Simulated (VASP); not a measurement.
# Ge in VASP: further runs

Aim: see how the results for Ge move with the level of theory and the settings. Levels: BLYP, revPBE. Tasks: single point.

Everything below comes from runs of VASP 6.6.1. Logs are shortened: lines on timing, memory, paths and dates and some standing lists are left out, and cuts for length are marked.

## Step 1: The cell of the first run

Symmetry: P6/mmm, No. 191, hexagonal system. Conventional cell: a = 2.971 Å, b = 2.971 Å, c = 2.807 Å, α = 90.00°, β = 90.00°, γ = 120.00°. Ge (site symmetry 6/mmm) has 8 Ge at 2.81 to 2.97 Å within 3.7 Å.

## Step 2: Single point, BLYP

File INCAR:

```
SYSTEM = Ge
PREC = Accurate
ENCUT = 520
EDIFF = 1E-6
ISMEAR = -1
SIGMA = 0.05
LREAL = .False.
LASPH = .True.
NELM = 100
ALGO = Normal
ISIF = 2
LWAVE = .False.
LCHARG = .False.
GGA = B5
ALDAX = 1.0
AGGAX = 1.0
AGGAC = 1.0
ALDAC = 0.0
NBANDS = 13
```

File KPOINTS:

```
Automatic mesh
0
Gamma
  11 11 10
  0 0 0
```

File POSCAR:

```
Ge
1.0
    1.4853477141     -2.5726997706      0.0000000000
    1.4853477141      2.5726997706      0.0000000000
    0.0000000000      0.0000000000      2.8067266727
Ge
1
Direct
    0.5000000000      0.5000000000      0.0000000000
```

Potentials or basis: VASP PAW PBE potentials, release 64 (Ge_d).

On the command line:

```sh
> cat potpaw_PBE.64/Ge_d/POTCAR > POTCAR
> mpirun -np 1 vasp_std > vasp.out
```

OUTCAR:

```text
SYSTEM = Ge
   PREC = Accurate
   ENCUT = 520
   EDIFF = 1E-6
   ISMEAR = -1
   LREAL = .False.
   LASPH = .True.
   NELM = 100
   ISIF = 2
   GGA = B5

 ion  position               nearest neighbor table
   1  0.500  0.500  0.000-

  LATTYP: Found a hexagonal cell.
 ALAT       =     2.9706972147
 C/A-ratio  =     0.9448040207

  Lattice vectors:

 A1 = (   1.4853477141,  -2.5726997706,   0.0000000000)
 A2 = (   1.4853477141,   2.5726997706,   0.0000000000)
 A3 = (   0.0000000000,   0.0000000000,   2.8067266727)

Analysis of symmetry for initial positions (statically):
=====================================================================
 Subroutine PRICEL returns:
 Original cell was already a primitive cell.

 Routine SETGRP: Setting up the symmetry group for a
 hexagonal supercell.

 Subroutine GETGRP returns: Found 24 space group operations
 (whereof  8 operations were pure point group operations)
 out of a pool of 24 trial point group operations.

The static configuration has the point symmetry D_2h.
 The point group associated with its full space group is D_6h.

Analysis of symmetry for dynamics (positions and initial velocities):
=====================================================================
 Subroutine PRICEL returns:
 Original cell was already a primitive cell.

 Routine SETGRP: Setting up the symmetry group for a
 hexagonal supercell.

 Subroutine GETGRP returns: Found 24 space group operations
 (whereof  8 operations were pure point group operations)
 out of a pool of 24 trial point group operations.

The dynamic configuration has the point symmetry D_2h.
 The point group associated with its full space group is D_6h.

 Subroutine INISYM returns: Found 24 space group operations
 (whereof  8 operations are pure point group operations),
 and found     1 'primitive' translations

----------------------------------------------------------------------------------------

                                     Primitive cell

  volume of cell :      21.4510

  direct lattice vectors                    reciprocal lattice vectors
     1.485347714 -2.572699771  0.000000000     0.336621516 -0.194348367  0.000000000
     1.485347714  2.572699771  0.000000000     0.336621516  0.194348367  0.000000000
     0.000000000  0.000000000  2.806726673     0.000000000  0.000000000  0.356286919

  length of vectors
     2.970697215  2.970697215  2.806726673     0.388696968  0.388696968  0.356286919

  position of ions in fractional coordinates (direct lattice)
     0.500000000  0.500000000  0.000000000

  ion indices of the primitive-cell ions
   primitive index   ion index
                 1           1

----------------------------------------------------------------------------------------

 KPOINTS: Automatic mesh

Automatic generation of k-mesh.
 Grid dimensions read from file:
 generate k-points for:   11   11   10

 Generating k-lattice:

  Cartesian coordinates                     Fractional coordinates (reciprocal lattice)
     0.030601956 -0.017668033  0.000000000     0.090909091  0.000000000  0.000000000
     0.030601956  0.017668033  0.000000000     0.000000000  0.090909091  0.000000000
     0.000000000  0.000000000  0.035628692     0.000000000  0.000000000  0.100000000

  Length of vectors
     0.035336088  0.035336088  0.035628692

  Shift w.r.t. Gamma in fractional coordinates (k-lattice)
     0.000000000  0.000000000  0.000000000

 Subroutine IBZKPT returns following result:
 ===========================================

 Found     96 irreducible k-points:

 Following reciprocal coordinates:
            Coordinates               Weight
  0.000000  0.000000  0.000000      1.000000
  0.090909  0.000000  0.000000      6.000000
  0.181818 -0.000000  0.000000      6.000000
  0.272727  0.000000  0.000000      6.000000
  0.363636  0.000000  0.000000      6.000000
  0.454545  0.000000  0.000000      6.000000
[... 16 lines left out ...]
  0.090909  0.090909  0.100000     12.000000
  0.181818  0.090909  0.100000     24.000000
 [... further k-points ...]
   k-points           NKPTS =     96   k-points in BZ     NKDIM =     96   number of bands    NBANDS=     13
   number of dos      NEDOS =    301   number of ions     NIONS =      1
   total plane-waves  NPLWV =  13824
   dimension x,y,z NGX =    24 NGY =   24 NGZ =   24
   dimension x,y,z NGXF=    48 NGYF=   48 NGZF=   48
   ions per type =               1
   NGX,Y,Z   is equivalent  to a cutoff of  13.43, 13.43, 14.22 a.u.
   NGXF,Y,Z  is equivalent  to a cutoff of  26.86, 26.86, 28.43 a.u.
 SYSTEM =  Ge
   PREC   = accura    normal or accurate (medium, high low for compatibility)
   ISTART =      0    job   : 0-new  1-cont  2-samecut
   ICHARG =      2    charge: 1-file 2-atom 10-const
   ISPIN  =      1    spin polarized calculation?
   LNONCOLLINEAR =      F non collinear calculations
   LSORBIT =      F    spin-orbit coupling
   LASPH  =      T    aspherical Exc in radial PAW
   ENCUT  =  520.0 eV  38.22 Ry    6.18 a.u.   5.52  5.52  5.22*2*pi/ulx,y,z
   NELM   =    100;   NELMIN=  2; NELMDL= -5     # of ELM steps
   EDIFF  = 0.1E-05   stopping-criterion for ELM
   LREAL  =      F    real-space projection
   EDIFFG = 0.1E-04   stopping-criterion for IOM
   NSW    =      0    number of steps for IOM
   IBRION =     -1    ionic relax: 0-MD 1-quasi-New 2-CG
   NFREE  =      0    steps in history (QN), initial steepest desc. (CG)
   ISIF   =      2    stress and relaxation
   ISYM   =      2    0-nonsym 1-usesym 2-fastsym
   POTIM  = 0.5000    time-step for ionic-motion
   TEBEG  =    0.0;   TEEND  =   0.0 temperature during run
   PSTRESS=    0.0 pullay stress
   NELECT =      14.0000    total number of electrons
   NUPDOWN=      -1.0000    fix difference up-down
   EMIN   =  10.00;   EMAX   =-10.00  energy-range for DOS
   EFERMI =   0.00;   METHOD = LEGACY
   ISMEAR =    -1;   SIGMA  =   0.05  broadening in eV -4-tet -1-fermi 0-gaus
   EFERMI_NEDOS =   21; number of points for ismear=-14 and -15
   IALGO  =     38    algorithm
   IMIX   =      4    mixing-type and parameters
     AMIX     =   0.40;   BMIX     =  1.00
     AMIX_MAG =   1.60;   BMIX_MAG =  1.00
  volume/ion in A,a.u.               =      21.45       144.76
  Fermi-wavevector in a.u.,A,eV,Ry     =   1.420044  2.683494 27.436478  2.016524
  Thomas-Fermi vector in A             =   2.541001
   LORBIT       =      0    0 simple, 1 ext, 2 COOP (PROOUT), +10 PAW based schemes
   GGA     = B5    functional components
   LHFCALC =     F    Hartree Fock is set to
   AEXX    =    0.0000 exact exchange contribution
   IVDW    =     0    specifies the selected vdW correction
   LEPSILON=     F    determine dielectric tensor
   LRPA    =     F    only Hartree local field effects (RPA)
 non-spin polarized calculation
  energy-cutoff  :      520.00
  volume of cell :       21.45
 maximum number of plane-waves:       599
 NGX is ok and might be reduce to    24
   NGX = 11   NGY = 11   NGZ = 11

 number of electron      14.0000001 magnetization

 Free energy of the ion-electron system (eV)
  ---------------------------------------------------
  ext. energy  EPLUGINS =         0.00000000
  ---------------------------------------------------
  free energy    TOTEN  =        -3.45140922 eV

  energy without entropy =       -3.44756166  energy(sigma->0) =       -3.44948544

 E-fermi :   5.7232     XC(G=0):  -9.9836

 val. band max:        5.6934545410   @ k =   0.1818   0.1818   0.3000
 cond. band min:       5.7413422210   @ k =   0.2727   0.2727   0.4000
 fundamental gap:      0.0478876800
 Fermi energy:         5.7232044778

 k-point     1 :       0.0000    0.0000    0.0000
  band No.  band energies     occupation
      1     -18.8849      2.00000
      2     -18.8501      2.00000
      3     -18.8501      2.00000
      4     -18.7264      2.00000
      5     -18.7263      2.00000
      6      -6.4059      2.00000
      7      11.5347      0.00000
      8      12.9946      0.00000
      9      12.9946      0.00000
     10      15.5581      0.00000
     11      19.4246      0.00000
     12      19.4668      0.00000
     13      19.4668      0.00000

 k-point     2 :       0.0909    0.0000    0.0000
  band No.  band energies     occupation
      1     -18.8812      2.00000
      2     -18.8511      2.00000
      3     -18.8428      2.00000
      4     -18.7294      2.00000
      5     -18.7271      2.00000
      6      -6.2271      2.00000
      7      11.4214      0.00000
      8      11.7021      0.00000
      9      12.5125      0.00000
     10      15.9114      0.00000
     11      17.9321      0.00000
     12      20.3011      0.00000
     13      20.5485      0.00000

 k-point     3 :       0.1818   -0.0000    0.0000
  band No.  band energies     occupation
      1     -18.8758      2.00000
      2     -18.8492      2.00000
      3     -18.8232      2.00000
      4     -18.7374      2.00000
      5     -18.7290      2.00000
      6      -5.6931      2.00000
      7       8.6377      0.00000
      8      11.5367      0.00000
      9      12.1903      0.00000
     10      15.8747      0.00000
     11      17.0307      0.00000
     12      22.3353      0.00000
     13      22.7888      0.00000

 k-point     4 :       0.2727    0.0000    0.0000
  band No.  band energies     occupation
      1     -18.8790      2.00000
      2     -18.8369      2.00000
      3     -18.7974      2.00000
      4     -18.7479      2.00000
      5     -18.7316      2.00000
      6      -4.8168      2.00000
      7       5.8154      0.27326
      8      10.5983      0.00000
      9      12.9490      0.00000
     10      14.9565      0.00000
     11      17.6984      0.00000
     12      24.8480      0.00000
     13      25.0429      0.00000

 k-point     5 :       0.3636    0.0000    0.0000
  band No.  band energies     occupation
      1     -18.8857      2.00000
      2     -18.8221      2.00000
      3     -18.7735      2.00000
      4     -18.7575      2.00000
      5     -18.7339      2.00000
      6      -3.6488      2.00000
      7       3.2802      2.00000
      8       9.9102      0.00000
      9      13.8474      0.00000
     10      14.2587      0.00000
     11      18.8496      0.00000
     12      23.1987      0.00000
     13      24.1671      0.00000
[... 257 lines left out ...]
 k-point    22 :       0.4545    0.0000    0.1000
  band No.  band energies     occupation
      1     -18.8862      2.00000
      2     -18.8013      2.00000
      3     -18.7694      2.00000
      4     -18.7588      2.00000
      5     -18.7401      2.00000
      6      -2.2768      2.00000
      7       1.5520      2.00000
      8       9.7125      0.00000
      9      12.7647      0.00000
     10      14.2432      0.00000
     11      18.3299      0.00000
     12      22.5581      0.00000
     13      25.7877      0.00000

 k-point    23 :       0.0909    0.0909    0.1000
  band No.  band energies     occupation
      1     -18.8615      2.00000
      2     -18.8523      2.00000
      3     -18.8275      2.00000
      4     -18.7396      2.00000
      5     -18.7331      2.00000
      6      -5.6952      2.00000
      7       9.5737      0.00000
      8      10.3039      0.00000
      9      11.4708      0.00000
     10      17.8763      0.00000
     11      18.4686      0.00000
     12      20.1503      0.00000
     13      23.3669      0.00000

 k-point    24 :       0.1818    0.0909    0.1000
  band No.  band energies     occupation
      1     -18.8625      2.00000
      2     -18.8430      2.00000
      3     -18.8047      2.00000
      4     -18.7488      2.00000
      5     -18.7359      2.00000
      6      -4.9893      2.00000
      7       7.2961      0.00000
      8      10.0378      0.00000
      9      10.7595      0.00000
     10      17.1865      0.00000
     11      19.3321      0.00000
     12      21.4037      0.00000
     13      24.1385      0.00000

 [... further k-points ...]
[... 5 lines left out ...]
  --------------------------------------------------------------------------------------
  -------------------------------------------------------------------------------------
  Total        0.0029666      0.0029666      0.0075928      0.0000000     -0.0000000      0.0000000
  in kB        0.2215740      0.2215743      0.5671085      0.0000000     -0.0000000      0.0000000
  external PRESSURE =       0.3367523 kB  Pullay stress =       0.0000000 kB

 VOLUME and BASIS-vectors are now :
 -----------------------------------------------------------------------------
  energy-cutoff  :      520.00
  volume of cell :       21.45
      direct lattice vectors                 reciprocal lattice vectors
     1.485347714 -2.572699771  0.000000000     0.336621516 -0.194348367  0.000000000
     1.485347714  2.572699771  0.000000000     0.336621516  0.194348367  0.000000000
     0.000000000  0.000000000  2.806726673     0.000000000  0.000000000  0.356286919

 POSITION                                       TOTAL-FORCE (eV/Angst)
 -----------------------------------------------------------------------------------
      1.48535      0.00000      0.00000         0.000000      0.000000      0.000000
 -----------------------------------------------------------------------------------
    total drift:                               -0.000000     -0.000000     -0.000000

  FREE ENERGIE OF THE ION-ELECTRON SYSTEM (eV)
  ---------------------------------------------------
  free  energy   TOTEN  =        -3.4514092205 eV

  energy  without entropy=       -3.4475616600  energy(sigma->0) =       -3.44948544
```

Wall time 27 s (1 thread of AMD EPYC 9R45 (Zen 5), shared host); peak memory 0.11 GiB.

What came out:

* Free energy: -3.4514 eV
* Pressure: 0.0 GPa
* Band gap on the k mesh: zero (band 7 reaches 11.53 eV, above the bottom of band 8 at 3.90 eV)

Caveat: the PAW data sets were made with another functional, which shifts forces and pressure a little.

## Step 3: Single point, revPBE

This run uses another cell than the first one, of 19.75 Å³/atom, 0.921 times its volume.

File INCAR:

```
  ALGO = Normal
  EDIFF = 1E-6
  ENCUT = 520
  GGA = RE
  ISIF = 2
  ISMEAR = -1
  LASPH = True
  LCHARG = False
  LREAL = False
  LWAVE = False
  NBANDS = 13
  NELM = 100
  PREC = Accurate
  SIGMA = 0.05
```

File KPOINTS:

```
k-points
0
Gamma
  11 11 10
```

File POSCAR:

```
Ge
1.0
    1.4326382174     -2.5209755517      0.0000000000
    1.4326382174      2.5209755517      0.0000000000
    0.0000000000      0.0000000000      2.7341813703
Ge
1
Direct
    0.5000000000      0.5000000000      0.0000000000
```

Potentials or basis: VASP PAW PBE potentials, release 64 (Ge_d).

On the command line:

```sh
> cat potpaw_PBE.64/Ge_d/POTCAR > POTCAR
> mpirun -np 1 vasp_std > vasp.out
```

Wall time 29 s (1 thread of AMD EPYC 9R45 (Zen 5), shared host); peak memory 0.13 GiB.

The run converged. Its results:

```
Free energy            : -3.9670 eV
Pressure               : -0.2 GPa
Band gap on the k mesh : zero (band 7 reaches 12.62 eV, above the bottom of band 8 at 3.98 eV)
```

Levels at points of the mesh, in eV from the Fermi level:
```tsv
k point	band 4	band 5	band 6	band 7	band 8	band 9	band 10	band 11
(0.00, 0.00, 0.00)	-24.59	-24.59	-12.82	6.23	7.99	8.29	9.81	13.70
(0.00, 0.00, 0.50)	-24.64	-24.61	-9.25	-5.65	10.66	10.96	16.50	16.91
```

Caveat: the PAW data sets were made with another functional, which shifts forces and pressure a little.
